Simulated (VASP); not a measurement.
# CdS (F-43m) in VASP: notebook

Aim: see how the results for CdS move with the level of theory and the settings. Levels: PBE, LDA. Tasks: single point.

Program: VASP 6.6.1. These are calculated values, not measurements. Logs are shortened: lines on timing, memory, paths and dates and some standing lists are left out, and cuts for length are marked.

**1. The cell of the first run**

It takes space group F-43m (No. 216, cubic). The conventional cell has a = 5.878 Å, b = 5.878 Å, c = 5.878 Å, α = 90.00°, β = 90.00°, γ = 90.00°. Cd (site symmetry -43m) has 4 S at 2.55 Å within 3.4 Å. S (site symmetry -43m) has 4 Cd at 2.55 Å within 3.4 Å.

**2. Single point, PBE**

The input, INCAR:

```
SYSTEM = CdS
  PREC = Accurate
  ENCUT = 520
  EDIFF = 1E-6
  ISMEAR = 0
  SIGMA = 0.01
  LREAL = .FALSE.
  LASPH = .TRUE.
  NELM = 60
  ALGO = Normal
  ISIF = 2
  LWAVE = .FALSE.
  LCHARG = .FALSE.
  GGA = PE
  NBANDS = 16
```

The input, KPOINTS:

```
Automatic mesh
0
G
  4 4 4
  0 0 0
```

The input, POSCAR:

```
CdS
1.0
    0.0000000000      2.9392087863      2.9392087863
    2.9392087863      0.0000000000      2.9392087863
    2.9392087863      2.9392087863      0.0000000000
Cd S
1 1
Direct
    0.0000000000      0.0000000000      0.0000000000
    0.2500000000      0.2500000000      0.2500000000
```

Potentials or basis: VASP PAW PBE potentials, release 64 (Cd, S).

Command:

```
$ cat potpaw_PBE.64/Cd/POTCAR potpaw_PBE.64/S/POTCAR > POTCAR
$ mpirun -np 1 vasp_std > vasp.out
```

OUTCAR:

```text
SYSTEM = CdS
   PREC = Accurate
   ENCUT = 520
   EDIFF = 1E-6
   ISMEAR = 0
   LREAL = .FALSE.
   LASPH = .TRUE.
   NELM = 60
   ISIF = 2
   GGA = PE

 ion  position               nearest neighbor table
   1  0.000  0.000  0.000-   2 2.55   2 2.55   2 2.55   2 2.55
   2  0.250  0.250  0.250-   1 2.55   1 2.55   1 2.55   1 2.55

  LATTYP: Found a face centered cubic cell.
 ALAT       =     5.8784175726

  Lattice vectors:

 A1 = (   0.0000000000,   2.9392087863,   2.9392087863)
 A2 = (   2.9392087863,   0.0000000000,   2.9392087863)
 A3 = (   2.9392087863,   2.9392087863,   0.0000000000)

Analysis of symmetry for initial positions (statically):
=====================================================================
 Subroutine PRICEL returns:
 Original cell was already a primitive cell.

 Routine SETGRP: Setting up the symmetry group for a
 face centered cubic supercell.

 Subroutine GETGRP returns: Found 24 space group operations
 (whereof 24 operations were pure point group operations)
 out of a pool of 48 trial point group operations.

The static configuration has the point symmetry T_d .

Analysis of symmetry for dynamics (positions and initial velocities):
=====================================================================
 Subroutine PRICEL returns:
 Original cell was already a primitive cell.

 Routine SETGRP: Setting up the symmetry group for a
 face centered cubic supercell.

 Subroutine GETGRP returns: Found 24 space group operations
 (whereof 24 operations were pure point group operations)
 out of a pool of 48 trial point group operations.

The dynamic configuration has the point symmetry T_d .

 Subroutine INISYM returns: Found 24 space group operations
 (whereof 24 operations are pure point group operations),
 and found     1 'primitive' translations

----------------------------------------------------------------------------------------

                                     Primitive cell

  volume of cell :      50.7833

  direct lattice vectors                    reciprocal lattice vectors
     0.000000000  2.939208786  2.939208786    -0.170113808  0.170113808  0.170113808
     2.939208786  0.000000000  2.939208786     0.170113808 -0.170113808  0.170113808
     2.939208786  2.939208786  0.000000000     0.170113808  0.170113808 -0.170113808

  length of vectors
     4.156668928  4.156668928  4.156668928     0.294645759  0.294645759  0.294645759

  position of ions in fractional coordinates (direct lattice)
     0.000000000  0.000000000  0.000000000
     0.250000000  0.250000000  0.250000000

  ion indices of the primitive-cell ions
   primitive index   ion index
                 1           1
                 2           2

----------------------------------------------------------------------------------------

 KPOINTS: Automatic mesh

Automatic generation of k-mesh.
 Grid dimensions read from file:
 generate k-points for:    4    4    4

 Generating k-lattice:

  Cartesian coordinates                     Fractional coordinates (reciprocal lattice)
    -0.042528452  0.042528452  0.042528452     0.250000000  0.000000000  0.000000000
     0.042528452 -0.042528452  0.042528452     0.000000000  0.250000000  0.000000000
     0.042528452  0.042528452 -0.042528452     0.000000000  0.000000000  0.250000000

  Length of vectors
     0.073661440  0.073661440  0.073661440

  Shift w.r.t. Gamma in fractional coordinates (k-lattice)
     0.000000000  0.000000000  0.000000000

 Subroutine IBZKPT returns following result:
 ===========================================

 Found      8 irreducible k-points:

 Following reciprocal coordinates:
            Coordinates               Weight
  0.000000  0.000000  0.000000      1.000000
  0.250000  0.000000  0.000000      8.000000
  0.500000  0.000000  0.000000      4.000000
  0.250000  0.250000  0.000000      6.000000
  0.500000  0.250000  0.000000     24.000000
 -0.250000  0.250000  0.000000     12.000000
  0.500000  0.500000  0.000000      3.000000
 -0.250000  0.500000  0.250000      6.000000
   k-points           NKPTS =      8   k-points in BZ     NKDIM =      8   number of bands    NBANDS=     16
   number of dos      NEDOS =    301   number of ions     NIONS =      2
   total plane-waves  NPLWV =  32768
   dimension x,y,z NGX =    32 NGY =   32 NGZ =   32
   dimension x,y,z NGXF=    64 NGYF=   64 NGZF=   64
   ions per type =               1   1
   NGX,Y,Z   is equivalent  to a cutoff of  12.80, 12.80, 12.80 a.u.
   NGXF,Y,Z  is equivalent  to a cutoff of  25.60, 25.60, 25.60 a.u.
 SYSTEM =  CdS
   PREC   = accura    normal or accurate (medium, high low for compatibility)
   ISTART =      0    job   : 0-new  1-cont  2-samecut
   ICHARG =      2    charge: 1-file 2-atom 10-const
   ISPIN  =      1    spin polarized calculation?
   LNONCOLLINEAR =      F non collinear calculations
   LSORBIT =      F    spin-orbit coupling
   LASPH  =      T    aspherical Exc in radial PAW
   ENCUT  =  520.0 eV  38.22 Ry    6.18 a.u.   7.73  7.73  7.73*2*pi/ulx,y,z
   NELM   =     60;   NELMIN=  2; NELMDL= -5     # of ELM steps
   EDIFF  = 0.1E-05   stopping-criterion for ELM
   LREAL  =      F    real-space projection
   EDIFFG = 0.1E-04   stopping-criterion for IOM
   NSW    =      0    number of steps for IOM
   IBRION =     -1    ionic relax: 0-MD 1-quasi-New 2-CG
   NFREE  =      0    steps in history (QN), initial steepest desc. (CG)
   ISIF   =      2    stress and relaxation
   ISYM   =      2    0-nonsym 1-usesym 2-fastsym
   POTIM  = 0.5000    time-step for ionic-motion
   TEBEG  =    0.0;   TEEND  =   0.0 temperature during run
   PSTRESS=    0.0 pullay stress
   NELECT =      18.0000    total number of electrons
   NUPDOWN=      -1.0000    fix difference up-down
   EMIN   =  10.00;   EMAX   =-10.00  energy-range for DOS
   EFERMI =   0.00;   METHOD = LEGACY
   ISMEAR =     0;   SIGMA  =   0.01  broadening in eV -4-tet -1-fermi 0-gaus
   EFERMI_NEDOS =   21; number of points for ismear=-14 and -15
   IALGO  =     38    algorithm
   IMIX   =      4    mixing-type and parameters
     AMIX     =   0.40;   BMIX     =  1.00
     AMIX_MAG =   1.60;   BMIX_MAG =  1.00
  volume/ion in A,a.u.               =      25.39       171.35
  Fermi-wavevector in a.u.,A,eV,Ry     =   1.158578  2.189395 18.263137  1.342303
  Thomas-Fermi vector in A             =   2.295179
   LORBIT       =      0    0 simple, 1 ext, 2 COOP (PROOUT), +10 PAW based schemes
   GGA     = PE    functional components
   LHFCALC =     F    Hartree Fock is set to
   AEXX    =    0.0000 exact exchange contribution
   IVDW    =     0    specifies the selected vdW correction
   LEPSILON=     F    determine dielectric tensor
   LRPA    =     F    only Hartree local field effects (RPA)
 non-spin polarized calculation
 Gauss-broadening in eV      SIGMA  =   0.01
  energy-cutoff  :      520.00
  volume of cell :       50.78
 maximum number of plane-waves:      1384
 NGX is ok and might be reduce to    32
   NGX = 15   NGY = 15   NGZ = 15

 number of electron      18.0000005 magnetization

 Free energy of the ion-electron system (eV)
  ---------------------------------------------------
  ext. energy  EPLUGINS =         0.00000000
  ---------------------------------------------------
  free energy    TOTEN  =        -6.10703314 eV

  energy without entropy =       -6.10703314  energy(sigma->0) =       -6.10703314

 E-fermi :   1.2499     XC(G=0):  -9.0320

 val. band max:        1.1404118225   @ k =   0.0000   0.0000   0.0000
 cond. band min:       2.2272305122   @ k =   0.0000   0.0000   0.0000
 fundamental gap:      1.0868186897
 Fermi energy:         1.2499437167

 k-point     1 :       0.0000    0.0000    0.0000
  band No.  band energies     occupation
      1     -11.0867      2.00000
      2      -6.5277      2.00000
      3      -6.5277      2.00000
      4      -6.5277      2.00000
      5      -6.0815      2.00000
      6      -6.0815      2.00000
      7       1.1404      2.00000
      8       1.1404      2.00000
      9       1.1404      2.00000
     10       2.2272      0.00000
     11       7.6747      0.00000
     12       7.6747      0.00000
     13       7.6747      0.00000
     14      12.4413      0.00000
     15      12.5735      0.00000
     16      12.5735      0.00000

 k-point     2 :       0.2500    0.0000    0.0000
  band No.  band energies     occupation
      1     -10.8841      2.00000
      2      -6.4609      2.00000
      3      -6.4609      2.00000
      4      -6.2884      2.00000
      5      -6.0773      2.00000
      6      -6.0773      2.00000
      7      -1.3065      2.00000
      8       0.7602      2.00000
      9       0.7602      2.00000
     10       3.8637      0.00000
     11       7.4067      0.00000
     12       8.1670      0.00000
     13       8.1670      0.00000
     14      11.7505      0.00000
     15      11.7505      0.00000
     16      12.4045      0.00000

 k-point     3 :       0.5000    0.0000    0.0000
  band No.  band energies     occupation
      1     -10.6820      2.00000
      2      -6.4149      2.00000
      3      -6.4149      2.00000
      4      -6.0460      2.00000
      5      -6.0460      2.00000
      6      -5.7194      2.00000
      7      -3.1312      2.00000
      8       0.4203      2.00000
      9       0.4203      2.00000
     10       4.1071      0.00000
     11       8.1353      0.00000
     12       8.1353      0.00000
     13       8.5434      0.00000
     14      12.1468      0.00000
     15      13.6280      0.00000
     16      13.6280      0.00000

 k-point     4 :       0.2500    0.2500    0.0000
  band No.  band energies     occupation
      1     -10.8184      2.00000
      2      -6.3783      2.00000
      3      -6.3783      2.00000
      4      -6.3569      2.00000
      5      -6.0945      2.00000
      6      -6.0410      2.00000
      7      -1.1496      2.00000
      8       0.1606      2.00000
      9       0.1606      2.00000
     10       4.6812      0.00000
     11       5.9574      0.00000
     12       9.2360      0.00000
     13       9.2360      0.00000
     14       9.5493      0.00000
     15      12.9614      0.00000
     16      15.6981      0.00000

 k-point     5 :       0.5000    0.2500    0.0000
  band No.  band energies     occupation
      1     -10.6209      2.00000
      2      -6.3633      2.00000
      3      -6.3056      2.00000
      4      -6.1631      2.00000
      5      -6.0322      2.00000
      6      -5.6851      2.00000
      7      -2.6275      2.00000
      8      -0.7558      2.00000
      9      -0.1518      2.00000
     10       5.3152      0.00000
     11       6.5890      0.00000
     12       8.7001      0.00000
     13       9.5181      0.00000
     14      11.4776      0.00000
     15      13.7481      0.00000
     16      14.6506      0.00000

 k-point     6 :      -0.2500    0.2500    0.0000
  band No.  band energies     occupation
      1     -10.6855      2.00000
      2      -6.3847      2.00000
      3      -6.3728      2.00000
      4      -6.1014      2.00000
      5      -6.0917      2.00000
      6      -5.8347      2.00000
      7      -2.2697      2.00000
      8      -0.8179      2.00000
      9       0.4022      2.00000
     10       5.3453      0.00000
     11       7.2857      0.00000
     12       7.8429      0.00000
     13       8.8022      0.00000
     14      11.3535      0.00000
     15      13.3500      0.00000
     16      14.4209      0.00000

 k-point     7 :       0.5000    0.5000    0.0000
  band No.  band energies     occupation
      1     -10.5571      2.00000
      2      -6.3224      2.00000
      3      -6.2019      2.00000
      4      -6.2019      2.00000
      5      -6.0003      2.00000
      6      -5.6558      2.00000
      7      -2.7205      2.00000
      8      -0.6627      2.00000
      9      -0.6627      2.00000
     10       4.7174      0.00000
     11       5.4490      0.00000
     12      10.2740      0.00000
     13      11.7708      0.00000
     14      11.7708      0.00000
     15      13.4882      0.00000
     16      14.5720      0.00000

 k-point     8 :      -0.2500    0.5000    0.2500
  band No.  band energies     occupation
      1     -10.5587      2.00000
      2      -6.3077      2.00000
      3      -6.2930      2.00000
      4      -6.1177      2.00000
      5      -6.0730      2.00000
      6      -5.4851      2.00000
      7      -2.6572      2.00000
      8      -1.0295      2.00000
      9      -0.9751      2.00000
     10       6.4655      0.00000
     11       6.5729      0.00000
     12       8.3252      0.00000
     13       9.2070      0.00000
     14      12.0720      0.00000
     15      14.2640      0.00000
     16      14.3834      0.00000

------------------------ aborting loop because EDIFF is reached ----------------------------------------

  FORCE on cell =-STRESS in cart. coord.  units (eV):
  Direction    XX          YY          ZZ          XY          YZ          ZX
  --------------------------------------------------------------------------------------
  -------------------------------------------------------------------------------------
  Total        0.5889820      0.5889820      0.5889820      0.0000000      0.0000000      0.0000000
  in kB       18.5819514     18.5819514     18.5819514      0.0000000      0.0000000      0.0000000
  external PRESSURE =      18.5819514 kB  Pullay stress =       0.0000000 kB

 VOLUME and BASIS-vectors are now :
 -----------------------------------------------------------------------------
  energy-cutoff  :      520.00
  volume of cell :       50.78
      direct lattice vectors                 reciprocal lattice vectors
     0.000000000  2.939208786  2.939208786    -0.170113808  0.170113808  0.170113808
     2.939208786  0.000000000  2.939208786     0.170113808 -0.170113808  0.170113808
     2.939208786  2.939208786  0.000000000     0.170113808  0.170113808 -0.170113808

 POSITION                                       TOTAL-FORCE (eV/Angst)
 -----------------------------------------------------------------------------------
      0.00000      0.00000      0.00000        -0.000000     -0.000000     -0.000000
      1.46960      1.46960      1.46960         0.000000      0.000000      0.000000
 -----------------------------------------------------------------------------------
    total drift:                               -0.000000     -0.000000     -0.000000

  FREE ENERGIE OF THE ION-ELECTRON SYSTEM (eV)
  ---------------------------------------------------
  free  energy   TOTEN  =        -6.1070331414 eV

  energy  without entropy=       -6.1070331414  energy(sigma->0) =       -6.10703314
```

Wall time 13 s (1 thread of AMD EPYC 7R13, shared host); peak memory 0.14 GiB.

Results:

```
Free energy            : -6.1070 eV
Pressure               : 1.9 GPa
Band gap on the k mesh : 1.09 eV, direct
```

Caveat: the k points lie up to 0.46 Å⁻¹ apart.

(Continued in part 2 of 2.)
